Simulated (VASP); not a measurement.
# BaTiO3 (R3m) in VASP: single point with r2SCAN

Aim: the single point of BaTiO3 with r2SCAN.

Program: VASP 6.6.1. These are calculated values, not measurements. Logs are shortened: lines on timing, memory, paths and dates and some standing lists are left out, and cuts for length are marked.

## 1. The cell of the first run

The structure is trigonal, space group R3m (No. 160). The conventional cell has a = 5.638 Å, b = 5.638 Å, c = 6.931 Å, α = 90.00°, β = 90.00°, γ = 120.00°. Ba (site symmetry 3m) has 12 O at 2.77 to 2.88 Å and 8 Ti at 3.38 to 3.56 Å within 3.7 Å. Within 2.5 Å of Ti (site symmetry 3m) lie 6 O at 1.87 to 2.13 Å. O (site symmetry m) has 2 Ti at 1.87 to 2.13 Å within 2.5 Å.

## 2. Single point, r2SCAN

Input file POSCAR:

```
BaTiO3
1.0
    3.9915085000      0.0000000000      0.0000000000
    0.0100976400      3.9914985300      0.0000000000
    0.0100976400      0.0100777000      3.9914786000
Ba Ti O
1 1 3
Direct
    0.0000000000      0.0000000000      0.0000000000
    0.4870000000      0.4870000000      0.4870000000
    0.5092000000      0.5092000000      0.0189000000
    0.0189000000      0.5092000000      0.5092000000
    0.5092000000      0.0189000000      0.5092000000
```

Input file INCAR.step1:

```
SYSTEM = BaTiO3
PREC     = Accurate       ! precision mode
ENCUT    = 520            ! plane-wave cutoff, eV
ISMEAR   = -1             ! smearing method
SIGMA    = 0.0102         ! smearing width, eV
LREAL    = .False.        ! projectors in reciprocal space
LASPH    = .True.         ! aspherical terms in the spheres
NELM     = 80             ! most SCF steps
NBANDS   = 28             ! bands
GGA      = PE             ! functional
ALGO     = Normal         ! electronic algorithm
EDIFF    = 1E-4           ! SCF threshold, eV
LWAVE    = .True.         ! write WAVECAR
LCHARG   = .False.        ! write CHGCAR
```

Input file INCAR.step2:

```
SYSTEM = BaTiO3
PREC     = Accurate       ! precision mode
ENCUT    = 520            ! plane-wave cutoff, eV
EDIFF    = 1E-7           ! SCF threshold, eV
ISMEAR   = -1             ! smearing method
SIGMA    = 0.0102         ! smearing width, eV
LREAL    = .False.        ! projectors in reciprocal space
LASPH    = .True.         ! aspherical terms in the spheres
NELM     = 80             ! most SCF steps
ALGO     = Normal         ! electronic algorithm
ISIF     = 2              ! what is computed and relaxed
LWAVE    = .False.        ! write WAVECAR
LCHARG   = .False.        ! write CHGCAR
METAGGA  = R2SCAN         ! meta-GGA
LMIXTAU  = .True.       
NBANDS   = 28             ! bands
ISTART   = 1
```

Input file KPOINTS:

```
Automatic mesh
0
Gamma
  7 7 7
  0 0 0
```

Potentials or basis: VASP PAW PBE potentials, release 64 (Ba_sv, Ti_sv, O).

Command:

```
cat potpaw_PBE.64/Ba_sv/POTCAR potpaw_PBE.64/Ti_sv/POTCAR potpaw_PBE.64/O/POTCAR > POTCAR
cp INCAR.step1 INCAR
mpirun -np 1 vasp_std > vasp.out
cp INCAR.step2 INCAR
mpirun -np 1 vasp_std > vasp.out
```

OUTCAR:

```text
SYSTEM = BaTiO3
   PREC = Accurate
   ENCUT = 520
   EDIFF = 1E-7
   ISMEAR = -1
   LREAL = .False.
   LASPH = .True.
   NELM = 80
   ISIF = 2
   METAGGA = R2SCAN
   ISTART = 1

 ion  position               nearest neighbor table
   1  0.000  0.000  0.000-   5 2.77   3 2.77   4 2.77   4 2.82   4 2.82   5 2.82   5 2.82   3 2.82
                             3 2.82   5 2.88   3 2.88   4 2.88   2 3.38   2 3.42   2 3.42   2 3.42
   2  0.487  0.487  0.487-   3 1.87   4 1.87   5 1.87   3 2.13   4 2.13   5 2.13   1 3.38   1 3.42
                             1 3.42   1 3.42   1 3.48   1 3.48   1 3.49   1 3.56
   3  0.509  0.509  0.019-   2 1.87   2 2.13   1 2.77   1 2.82   1 2.82   1 2.88
   4  0.019  0.509  0.509-   2 1.87   2 2.13   1 2.77   1 2.82   1 2.82   1 2.88
   5  0.509  0.019  0.509-   2 1.87   2 2.13   1 2.77   1 2.82   1 2.82   1 2.88

  LATTYP: Found a trigonal (rhomboedric) cell.
 ALAT       =     3.9915085000
 COS(alpha) =     0.0025297786

  Lattice vectors:

 A1 = (   3.9915085000,   0.0000000000,   0.0000000000)
 A2 = (   0.0100976400,   3.9914985300,   0.0000000000)
 A3 = (   0.0100976400,   0.0100777000,   3.9914786000)

Analysis of symmetry for initial positions (statically):
=====================================================================
 Subroutine PRICEL returns:
 Original cell was already a primitive cell.

 Routine SETGRP: Setting up the symmetry group for a
 trigonal (rhombohedral) supercell.

 Subroutine GETGRP returns: Found  6 space group operations
 (whereof  6 operations were pure point group operations)
 out of a pool of 12 trial point group operations.

The static configuration has the point symmetry C_3v.

Analysis of symmetry for dynamics (positions and initial velocities):
=====================================================================
 Subroutine PRICEL returns:
 Original cell was already a primitive cell.

 Routine SETGRP: Setting up the symmetry group for a
 trigonal (rhombohedral) supercell.

 Subroutine GETGRP returns: Found  6 space group operations
 (whereof  6 operations were pure point group operations)
 out of a pool of 12 trial point group operations.

The dynamic configuration has the point symmetry C_3v.

 Subroutine INISYM returns: Found  6 space group operations
 (whereof  6 operations are pure point group operations),
 and found     1 'primitive' translations

----------------------------------------------------------------------------------------

                                     Primitive cell

  volume of cell :      63.5926

  direct lattice vectors                    reciprocal lattice vectors
     3.991508500  0.000000000  0.000000000     0.250531848 -0.000633792 -0.000632195
     0.010097640  3.991498530  0.000000000     0.000000000  0.250532474 -0.000632545
     0.010097640  0.010077700  3.991478600     0.000000000  0.000000000  0.250533725

  length of vectors
     3.991508500  3.991511302  3.991504095     0.250533447  0.250533272  0.250533725

  position of ions in fractional coordinates (direct lattice)
     0.000000000  0.000000000  0.000000000
     0.487000000  0.487000000  0.487000000
     0.509200000  0.509200000  0.018900000
     0.018900000  0.509200000  0.509200000
     0.509200000  0.018900000  0.509200000

  ion indices of the primitive-cell ions
   primitive index   ion index
                 1           1
                 2           2
                 3           3
                 4           4
                 5           5

----------------------------------------------------------------------------------------

 KPOINTS: Automatic mesh

Automatic generation of k-mesh.
 Grid dimensions read from file:
 generate k-points for:    7    7    7

 Generating k-lattice:

  Cartesian coordinates                     Fractional coordinates (reciprocal lattice)
     0.035790264 -0.000090542 -0.000090314     0.142857143 -0.000000000 -0.000000000
     0.000000000  0.035790353 -0.000090364     0.000000000  0.142857143  0.000000000
     0.000000000  0.000000000  0.035790532     0.000000000  0.000000000  0.142857143

  Length of vectors
     0.035790492  0.035790467  0.035790532

  Shift w.r.t. Gamma in fractional coordinates (k-lattice)
     0.000000000  0.000000000  0.000000000

 Subroutine IBZKPT returns following result:
 ===========================================

 Found     44 irreducible k-points:

 Following reciprocal coordinates:
            Coordinates               Weight
  0.000000  0.000000  0.000000      1.000000
  0.142857  0.000000 -0.000000      6.000000
  0.285714  0.000000  0.000000      6.000000
  0.428571  0.000000 -0.000000      6.000000
  0.142857  0.142857 -0.000000      6.000000
  0.285714  0.142857  0.000000     12.000000
[... 16 lines left out ...]
  0.285714  0.285714  0.142857      6.000000
  0.428571  0.285714  0.142857     12.000000
 [... further k-points ...]
   k-points           NKPTS =     44   k-points in BZ     NKDIM =     44   number of bands    NBANDS=     28
   number of dos      NEDOS =    301   number of ions     NIONS =      5
   total plane-waves  NPLWV =  27000
   dimension x,y,z NGX =    30 NGY =   30 NGZ =   30
   dimension x,y,z NGXF=    60 NGYF=   60 NGZF=   60
   ions per type =               1   1   3
   NGX,Y,Z   is equivalent  to a cutoff of  12.49, 12.49, 12.49 a.u.
   NGXF,Y,Z  is equivalent  to a cutoff of  24.99, 24.99, 24.99 a.u.
 SYSTEM =  BaTiO3
   PREC   = accura    normal or accurate (medium, high low for compatibility)
   ISTART =      1    job   : 0-new  1-cont  2-samecut
   ICHARG =      0    charge: 1-file 2-atom 10-const
   ISPIN  =      1    spin polarized calculation?
   LNONCOLLINEAR =      F non collinear calculations
   LSORBIT =      F    spin-orbit coupling
   LASPH  =      T    aspherical Exc in radial PAW
   ENCUT  =  520.0 eV  38.22 Ry    6.18 a.u.   7.42  7.42  7.42*2*pi/ulx,y,z
   NELM   =     80;   NELMIN=  2; NELMDL=  0     # of ELM steps
   EDIFF  = 0.1E-06   stopping-criterion for ELM
   LREAL  =      F    real-space projection
   EDIFFG = 0.1E-05   stopping-criterion for IOM
   NSW    =      0    number of steps for IOM
   IBRION =     -1    ionic relax: 0-MD 1-quasi-New 2-CG
   NFREE  =      0    steps in history (QN), initial steepest desc. (CG)
   ISIF   =      2    stress and relaxation
   ISYM   =      2    0-nonsym 1-usesym 2-fastsym
   POTIM  = 0.5000    time-step for ionic-motion
   TEBEG  =    0.0;   TEEND  =   0.0 temperature during run
   PSTRESS=    0.0 pullay stress
   NELECT =      40.0000    total number of electrons
   NUPDOWN=      -1.0000    fix difference up-down
   EMIN   =  10.00;   EMAX   =-10.00  energy-range for DOS
   EFERMI =   0.00;   METHOD = LEGACY
   ISMEAR =    -1;   SIGMA  =   0.01  broadening in eV -4-tet -1-fermi 0-gaus
   EFERMI_NEDOS =   21; number of points for ismear=-14 and -15
   IALGO  =     38    algorithm
   IMIX   =      4    mixing-type and parameters
     AMIX     =   0.40;   BMIX     =  1.00
     AMIX_MAG =   1.60;   BMIX_MAG =  1.00
  volume/ion in A,a.u.               =      12.72        85.83
  Fermi-wavevector in a.u.,A,eV,Ry     =   1.402682  2.650685 26.769690  1.967517
  Thomas-Fermi vector in A             =   2.525419
   LORBIT       =      0    0 simple, 1 ext, 2 COOP (PROOUT), +10 PAW based schemes
   METAGGA = R2SCAN    functional components
   LHFCALC =     F    Hartree Fock is set to
   AEXX    =    0.0000 exact exchange contribution
   IVDW    =     0    specifies the selected vdW correction
   LEPSILON=     F    determine dielectric tensor
   LRPA    =     F    only Hartree local field effects (RPA)
 non-spin polarized calculation
  energy-cutoff  :      520.00
  volume of cell :       63.59
 maximum number of plane-waves:      1743
 NGX is ok and might be reduce to    30
   NGX = 15   NGY = 15   NGZ = 15

 number of electron      40.0000005 magnetization

 Free energy of the ion-electron system (eV)
  ---------------------------------------------------
  ext. energy  EPLUGINS =         0.00000000
  ---------------------------------------------------
  free energy    TOTEN  =       -74.23647045 eV

  energy without entropy =      -74.23647045  energy(sigma->0) =      -74.23647045

 E-fermi :   3.8745     XC(G=0): -11.9484

 val. band max:        3.4783539295   @ k =   0.4286   0.4286   0.4286
 cond. band min:       6.2959008269   @ k =   0.0000   0.0000   0.0000
 fundamental gap:      2.8175468974
 Fermi energy:         3.8745393866

 k-point     1 :       0.0000    0.0000    0.0000
  band No.  band energies     occupation
      1     -54.9479      2.00000
      2     -30.1558      2.00000
      3     -30.1558      2.00000
      4     -30.1523      2.00000
      5     -21.9040      2.00000
      6     -14.2781      2.00000
[... 20 lines left out ...]
     27       9.1716      0.00000
     28      11.9379      0.00000

 k-point     2 :       0.1429    0.0000   -0.0000
  band No.  band energies     occupation
      1     -54.9476      2.00000
      2     -30.1666      2.00000
      3     -30.1554      2.00000
      4     -30.1528      2.00000
      5     -21.8792      2.00000
      6     -14.2929      2.00000
[... 20 lines left out ...]
     27       9.5823      0.00000
     28      12.4250      0.00000

 k-point     3 :       0.2857    0.0000    0.0000
  band No.  band energies     occupation
      1     -54.9471      2.00000
      2     -30.1927      2.00000
      3     -30.1545      2.00000
      4     -30.1520      2.00000
      5     -21.8225      2.00000
      6     -14.3919      2.00000
[... 20 lines left out ...]
     27      10.6291      0.00000
     28      12.6329      0.00000

 k-point     4 :       0.4286    0.0000   -0.0000
  band No.  band energies     occupation
      1     -54.9467      2.00000
      2     -30.2135      2.00000
      3     -30.1537      2.00000
      4     -30.1513      2.00000
      5     -21.7759      2.00000
      6     -14.5056      2.00000
[... 578 lines left out ...]
     27      10.2523      0.00000
     28      12.5017      0.00000

 k-point    23 :       0.2857    0.2857    0.1429
  band No.  band energies     occupation
      1     -54.9462      2.00000
      2     -30.1909      2.00000
      3     -30.1893      2.00000
      4     -30.1633      2.00000
      5     -21.7439      2.00000
      6     -14.1475      2.00000
[... 20 lines left out ...]
     27      12.0058      0.00000
     28      12.7264      0.00000

 k-point    24 :       0.4286    0.2857    0.1429
  band No.  band energies     occupation
      1     -54.9458      2.00000
      2     -30.2107      2.00000
      3     -30.1890      2.00000
      4     -30.1625      2.00000
      5     -21.7096      2.00000
      6     -14.1125      2.00000
[... 20 lines left out ...]
     27      12.6667      0.00000
     28      12.7862      0.00000

 [... further k-points ...]

------------------------ aborting loop because EDIFF is reached ----------------------------------------

  FORCE on cell =-STRESS in cart. coord.  units (eV):
  Direction    XX          YY          ZZ          XY          YZ          ZX
  --------------------------------------------------------------------------------------
  -------------------------------------------------------------------------------------
  Total        2.2181845      2.2184227      2.2186483     -0.0464901     -0.0462526     -0.0463728
  in kB       55.8857932     55.8917946     55.8974771     -1.1712904     -1.1653057     -1.1683347
  external PRESSURE =      55.8916883 kB  Pullay stress =       0.0000000 kB

 VOLUME and BASIS-vectors are now :
 -----------------------------------------------------------------------------
  energy-cutoff  :      520.00
  volume of cell :       63.59
      direct lattice vectors                 reciprocal lattice vectors
     3.991508500  0.000000000  0.000000000     0.250531848 -0.000633792 -0.000632195
     0.010097640  3.991498530  0.000000000     0.000000000  0.250532474 -0.000632545
     0.010097640  0.010077700  3.991478600     0.000000000  0.000000000  0.250533725

 POSITION                                       TOTAL-FORCE (eV/Angst)
 -----------------------------------------------------------------------------------
      0.00000      0.00000      0.00000        -0.015811     -0.015771     -0.015731
      1.95370      1.94877      1.94385         0.138288      0.137938      0.137590
      2.03781      2.03266      0.07544         0.047237      0.047118     -0.217191
      0.08572      2.03760      2.03246        -0.216951      0.047786      0.047666
      2.03781      0.08057      2.03246         0.047237     -0.217072      0.047666
 -----------------------------------------------------------------------------------
    total drift:                                0.000189      0.000220      0.000094

  FREE ENERGIE OF THE ION-ELECTRON SYSTEM (eV)
  ---------------------------------------------------
  free  energy   TOTEN  =       -74.2364704464 eV

  energy  without entropy=      -74.2364704464  energy(sigma->0) =      -74.23647045
```

Run time: 3.4 min. Hardware: 1 thread of AMD EPYC 7R13, shared host; peak memory 0.19 GiB.

Results:

* Free energy: -74.2365 eV
* Pressure: 5.6 GPa
* Largest force: 0.239 eV/Å
* Band gap on the k mesh: 2.82 eV (least direct gap 3.14 eV)

Forces on the atoms (eV/Å):
```
Ba  -0.016 -0.016 -0.016
Ti   0.138  0.138  0.138
O    0.047  0.047 -0.217
O   -0.217  0.048  0.048
O    0.047 -0.217  0.048
```

Levels at points of the mesh, in eV from the valence-band top:
```csv
k point,band 18,band 19,band 20,band 21,band 22,band 23
"(0.00, 0.00, 0.00)",-0.43,-0.32,-0.32,2.82,2.82,2.94
```

Caveat: the cell stands under pressure; the PAW data sets were made with another functional, which shifts forces and pressure a little; spin-orbit coupling is left out, which moves the levels of the heavy elements.
